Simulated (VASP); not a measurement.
# C (Fd-3m) in VASP: single point with PBE

Aim: the single point of C with PBE.

Program: VASP 6.6.1. These are calculated values, not measurements. Logs are shortened: lines on timing, memory, paths and dates and some standing lists are left out, and cuts for length are marked.

## 1. The cell of the first run

The structure is cubic, space group Fd-3m (No. 227). Conventional cell: a = 3.572 Å, b = 3.572 Å, c = 3.572 Å, α = 90.00°, β = 90.00°, γ = 90.00°. Within 2.1 Å of C (site symmetry -43m) lie 4 C at 1.55 Å.

## 2. Single point, PBE

INCAR reads:

```
SYSTEM = C
PREC = Accurate
ENCUT = 600
EDIFF = 1E-6
ISMEAR = -1
SIGMA = 0.1
LREAL = .False.
LASPH = .True.
NELM = 120
ALGO = Normal
ISIF = 2
LWAVE = .False.
LCHARG = .False.
GGA = PE
ISYM = 0
NBANDS = 11
GGA_COMPAT = .False.
```

KPOINTS reads:

```
regular mesh
0
Gamma
  17 17 12
  0 0 0
```

POSCAR reads:

```
C
1.0
   -1.2627451119      1.2627434283      1.7857540292
    1.2627434283     -1.2627451119      1.7857540292
    1.2627464165      1.2627464165     -1.7857571127
C
2
Direct
    0.0000002216      0.9999997784      0.0000000000
    0.7499997784      0.2500002216      0.5000000000
```

Potentials or basis: VASP PAW PBE potentials, release 64 (C).

The run is started by

```bash
cat potpaw_PBE.64/C/POTCAR > POTCAR
mpirun -np 1 vasp_std > vasp.out
```

OUTCAR:

```text
SYSTEM = C
   PREC = Accurate
   ENCUT = 600
   EDIFF = 1E-6
   ISMEAR = -1
   LREAL = .False.
   LASPH = .True.
   NELM = 120
   ISIF = 2
   GGA = PE
   ISYM = 0

 ion  position               nearest neighbor table
   1  0.000  1.000  0.000-   2 1.55   2 1.55   2 1.55   2 1.55
   2  0.750  0.250  0.500-   1 1.55   1 1.55   1 1.55   1 1.55

IMPORTANT INFORMATION: All symmetrisations will be switched off!
NOSYMM: (Re-)initialisation of all symmetry stuff for point group C_1.

----------------------------------------------------------------------------------------

                                     Primitive cell

  volume of cell :      11.3897

  direct lattice vectors                    reciprocal lattice vectors
    -1.262745112  1.262743428  1.785754029     0.000000137  0.395963130  0.279993955
     1.262743428 -1.262745112  1.785754029     0.395963130  0.000000137  0.279993955
     1.262746416  1.262746416 -1.785757113     0.395962583  0.395962583  0.000000373

  length of vectors
     2.525463054  2.525463054  2.525467381     0.484957127  0.484957127  0.559975656

  position of ions in fractional coordinates (direct lattice)
     0.000000222  0.999999778  0.000000000
     0.749999778  0.250000222  0.500000000

  ion indices of the primitive-cell ions
   primitive index   ion index
                 1           1
                 2           2

----------------------------------------------------------------------------------------

 KPOINTS: regular mesh

Automatic generation of k-mesh.
 Grid dimensions read from file:
 generate k-points for:   17   17   12

 Generating k-lattice:

  Cartesian coordinates                     Fractional coordinates (reciprocal lattice)
     0.000000008  0.023291949  0.016470233     0.058823529  0.000000000 -0.000000000
     0.023291949  0.000000008  0.016470233     0.000000000  0.058823529 -0.000000000
     0.032996882  0.032996882  0.000000031     0.000000000  0.000000000  0.083333333

  Length of vectors
     0.028526890  0.028526890  0.046664638

  Shift w.r.t. Gamma in fractional coordinates (k-lattice)
     0.000000000  0.000000000  0.000000000

 -----------------------------------------------------------------------------
|                                                                             |
|           W    W    AA    RRRRR   N    N  II  N    N   GGGG   !!!           |
|           W    W   A  A   R    R  NN   N  II  NN   N  G    G  !!!           |
|           W    W  A    A  R    R  N N  N  II  N N  N  G       !!!           |
|           W WW W  AAAAAA  RRRRR   N  N N  II  N  N N  G  GGG   !            |
|           WW  WW  A    A  R   R   N   NN  II  N   NN  G    G                |
|           W    W  A    A  R    R  N    N  II  N    N   GGGG   !!!           |
|                                                                             |
|     Your reciprocal lattice and k-lattice belong to different lattice       |
|     classes:                                                                |
|                                                                             |
|        The reciprocal lattice is body-centered tetragonal,                  |
|        whereas your k-lattice is base-centered monoclinic.                  |
|                                                                             |
|     Results are often still useful ...                                      |
|                                                                             |
 -----------------------------------------------------------------------------

 WARNING: IBZKPT: internal override: KBLOWUP is changed to .FALSE.
      ... skipping the blow-up phase ...

 Subroutine IBZKPT returns following result:
 ===========================================

 Found   1735 irreducible k-points:

 Following reciprocal coordinates:
            Coordinates               Weight
  0.000000  0.000000  0.000000      1.000000
  0.058824  0.000000 -0.000000      2.000000
  0.117647  0.000000 -0.000000      2.000000
  0.176471  0.000000 -0.000000      2.000000
  0.235294  0.000000 -0.000000      2.000000
  0.294118  0.000000 -0.000000      2.000000
[... 16 lines left out ...]
 -0.235294  0.058824  0.000000      2.000000
 -0.176471  0.058824 -0.000000      2.000000
 [... further k-points ...]
   k-points           NKPTS =   1735   k-points in BZ     NKDIM =   1735   number of bands    NBANDS=     11
   number of dos      NEDOS =    301   number of ions     NIONS =      2
   total plane-waves  NPLWV =   8000
   dimension x,y,z NGX =    20 NGY =   20 NGZ =   20
   dimension x,y,z NGXF=    40 NGYF=   40 NGZF=   40
   ions per type =               2
   NGX,Y,Z   is equivalent  to a cutoff of  13.17, 13.17, 13.17 a.u.
   NGXF,Y,Z  is equivalent  to a cutoff of  26.33, 26.33, 26.33 a.u.
 SYSTEM =  C
   PREC   = accura    normal or accurate (medium, high low for compatibility)
   ISTART =      0    job   : 0-new  1-cont  2-samecut
   ICHARG =      2    charge: 1-file 2-atom 10-const
   ISPIN  =      1    spin polarized calculation?
   LNONCOLLINEAR =      F non collinear calculations
   LSORBIT =      F    spin-orbit coupling
   LASPH  =      T    aspherical Exc in radial PAW
   ENCUT  =  600.0 eV  44.10 Ry    6.64 a.u.   5.04  5.04  5.04*2*pi/ulx,y,z
   NELM   =    120;   NELMIN=  2; NELMDL= -5     # of ELM steps
   EDIFF  = 0.1E-05   stopping-criterion for ELM
   LREAL  =      F    real-space projection
   EDIFFG = 0.1E-04   stopping-criterion for IOM
   NSW    =      0    number of steps for IOM
   IBRION =     -1    ionic relax: 0-MD 1-quasi-New 2-CG
   NFREE  =      0    steps in history (QN), initial steepest desc. (CG)
   ISIF   =      2    stress and relaxation
   ISYM   =      0    0-nonsym 1-usesym 2-fastsym
   POTIM  = 0.5000    time-step for ionic-motion
   TEBEG  =    0.0;   TEEND  =   0.0 temperature during run
   PSTRESS=    0.0 pullay stress
   NELECT =       8.0000    total number of electrons
   NUPDOWN=      -1.0000    fix difference up-down
   EMIN   =  10.00;   EMAX   =-10.00  energy-range for DOS
   EFERMI =   0.00;   METHOD = LEGACY
   ISMEAR =    -1;   SIGMA  =   0.10  broadening in eV -4-tet -1-fermi 0-gaus
   EFERMI_NEDOS =   21; number of points for ismear=-14 and -15
   IALGO  =     38    algorithm
   IMIX   =      4    mixing-type and parameters
     AMIX     =   0.40;   BMIX     =  1.00
     AMIX_MAG =   1.60;   BMIX_MAG =  1.00
  volume/ion in A,a.u.               =       5.69        38.43
  Fermi-wavevector in a.u.,A,eV,Ry     =   1.455237  2.750000 28.813276  2.117716
  Thomas-Fermi vector in A             =   2.572295
   LORBIT       =      0    0 simple, 1 ext, 2 COOP (PROOUT), +10 PAW based schemes
   GGA     = PE    functional components
   LHFCALC =     F    Hartree Fock is set to
   AEXX    =    0.0000 exact exchange contribution
   IVDW    =     0    specifies the selected vdW correction
   LEPSILON=     F    determine dielectric tensor
   LRPA    =     F    only Hartree local field effects (RPA)
 non-spin polarized calculation
  energy-cutoff  :      600.00
  volume of cell :       11.39
 maximum number of plane-waves:       391
   NGX =  9   NGY =  9   NGZ =  9

 number of electron       7.9999999 magnetization

 Free energy of the ion-electron system (eV)
  ---------------------------------------------------
  ext. energy  EPLUGINS =         0.00000000
  ---------------------------------------------------
  free energy    TOTEN  =       -18.19052228 eV

  energy without entropy =      -18.19052228  energy(sigma->0) =      -18.19052228

 E-fermi :  11.5917     XC(G=0): -13.2304

 val. band max:        9.6702262025   @ k =   0.0000   0.0000   0.0000
 cond. band min:      13.7928390764   @ k =  -0.3529   0.3529   0.0000
 fundamental gap:      4.1226128739
 Fermi energy:        11.5916989693

 k-point     1 :       0.0000    0.0000    0.0000
  band No.  band energies     occupation
      1     -11.7521      2.00000
      2       9.6699      2.00000
      3       9.6699      2.00000
      4       9.6702      2.00000
      5      15.2489      0.00000
      6      15.2492      0.00000
      7      15.2492      0.00000
      8      22.9086      0.00000
      9      28.9133      0.00000
     10      36.1613      0.00000
     11      36.1624      0.00000

 k-point     2 :       0.0588    0.0000   -0.0000
  band No.  band energies     occupation
      1     -11.6566      2.00000
      2       9.0164      2.00000
      3       9.5019      2.00000
      4       9.5021      2.00000
      5      15.4684      0.00000
      6      15.4686      0.00000
      7      15.6455      0.00000
      8      22.9922      0.00000
      9      29.0788      0.00000
     10      34.6940      0.00000
     11      34.6948      0.00000

 k-point     3 :       0.1176    0.0000   -0.0000
  band No.  band energies     occupation
      1     -11.3704      2.00000
      2       7.4861      2.00000
      3       9.0825      2.00000
      4       9.0827      2.00000
      5      16.0213      0.00000
      6      16.0215      0.00000
      7      16.4267      0.00000
      8      23.2406      0.00000
      9      29.5008      0.00000
     10      33.2618      0.00000
     11      33.2625      0.00000

 k-point     4 :       0.1765    0.0000   -0.0000
  band No.  band energies     occupation
      1     -10.8954      2.00000
      2       5.5984      2.00000
      3       8.5627      2.00000
      4       8.5630      2.00000
      5      16.6978      0.00000
      6      16.6979      0.00000
      7      17.1450      0.00000
      8      23.6332      0.00000
      9      29.9727      0.00000
     10      32.3379      0.00000
     11      32.3385      0.00000

 k-point     5 :       0.2353    0.0000   -0.0000
  band No.  band energies     occupation
      1     -10.2354      2.00000
      2       3.5995      2.00000
      3       8.0503      2.00000
      4       8.0506      2.00000
      5      17.3115      0.00000
      6      17.3116      0.00000
      7      17.6740      0.00000
      8      24.1145      0.00000
      9      30.2811      0.00000
     10      32.0154      0.00000
     11      32.0158      0.00000
[... 211 lines left out ...]
 k-point    21 :      -0.3529    0.0588    0.0000
  band No.  band energies     occupation
      1      -8.6637      2.00000
      2       0.3867      2.00000
      3       6.8850      2.00000
      4       7.3211      2.00000
      5      17.4220      0.00000
      6      18.5520      0.00000
      7      18.5602      0.00000
      8      24.4958      0.00000
      9      30.6077      0.00000
     10      31.7773      0.00000
     11      34.2147      0.00000

 k-point    22 :      -0.2941    0.0588    0.0000
  band No.  band energies     occupation
      1      -9.6125      2.00000
      2       2.3136      2.00000
      3       7.1842      2.00000
      4       7.7917      2.00000
      5      17.0162      0.00000
      6      18.2979      0.00000
      7      18.3488      0.00000
      8      24.0400      0.00000
      9      30.5127      0.00000
     10      30.9804      0.00000
     11      33.5906      0.00000

 k-point    23 :      -0.2353    0.0588    0.0000
  band No.  band energies     occupation
      1     -10.3916      2.00000
      2       4.2957      2.00000
      3       7.6005      2.00000
      4       8.3102      2.00000
      5      16.4438      0.00000
      6      17.8991      0.00000
      7      17.9015      0.00000
      8      23.6482      0.00000
      9      30.3154      0.00000
     10      30.7070      0.00000
     11      33.5168      0.00000

 k-point    24 :      -0.1765    0.0588   -0.0000
  band No.  band energies     occupation
      1     -10.9901      2.00000
      2       6.2424      2.00000
      3       8.1100      2.00000
      4       8.8131      2.00000
      5      15.8027      0.00000
      6      17.2508      0.00000
      7      17.3162      0.00000
      8      23.3389      0.00000
      9      29.9623      0.00000
     10      30.9815      0.00000
     11      34.0589      0.00000

 [... further k-points ...]

------------------------ aborting loop because EDIFF is reached ----------------------------------------

  FORCE on cell =-STRESS in cart. coord.  units (eV):
  Direction    XX          YY          ZZ          XY          YZ          ZX
  --------------------------------------------------------------------------------------
  -------------------------------------------------------------------------------------
  Total       -0.0003566     -0.0003585      0.0010016     -0.0000274      0.0000637      0.0000640
  in kB       -0.0501661     -0.0504321      0.1408873     -0.0038564      0.0089658      0.0089983
  external PRESSURE =       0.0134297 kB  Pullay stress =       0.0000000 kB

 VOLUME and BASIS-vectors are now :
 -----------------------------------------------------------------------------
  energy-cutoff  :      600.00
  volume of cell :       11.39
      direct lattice vectors                 reciprocal lattice vectors
    -1.262745112  1.262743428  1.785754029     0.000000137  0.395963130  0.279993955
     1.262743428 -1.262745112  1.785754029     0.395963130  0.000000137  0.279993955
     1.262746416  1.262746416 -1.785757113     0.395962583  0.395962583  0.000000373

 POSITION                                       TOTAL-FORCE (eV/Angst)
 -----------------------------------------------------------------------------------
      1.26274     -1.26274      1.78575         0.000049     -0.000049      0.000000
      0.00000      1.26274      0.89288        -0.000049      0.000049     -0.000000
 -----------------------------------------------------------------------------------
    total drift:                               -0.000000      0.000000      0.000000

  FREE ENERGIE OF THE ION-ELECTRON SYSTEM (eV)
  ---------------------------------------------------
  free  energy   TOTEN  =       -18.1905222806 eV

  energy  without entropy=      -18.1905222805  energy(sigma->0) =      -18.19052228
```

Run time: 1.8 min. Hardware: 1 thread of Intel Xeon Platinum 8375C at 2.90GHz (Ice Lake), shared host; peak memory 0.3 GiB.

Results:

```
Free energy            : -18.1905 eV
Pressure               : 0.0 GPa
Band gap on the k mesh : 4.12 eV (least direct gap 5.58 eV)
```

Levels at points of the mesh, in eV from the valence-band top:
```csv
k point,band 2,band 3,band 4,band 5,band 6,band 7
"(0.00, 0.00, 0.00)",0.00,0.00,0.00,5.58,5.58,5.58
"(0.00, 0.00, 0.50)",-12.74,-6.27,-6.27,4.75,4.75,16.74
```

Caveat: an odd mesh through Γ misses points on the zone boundary, where band edges can lie.
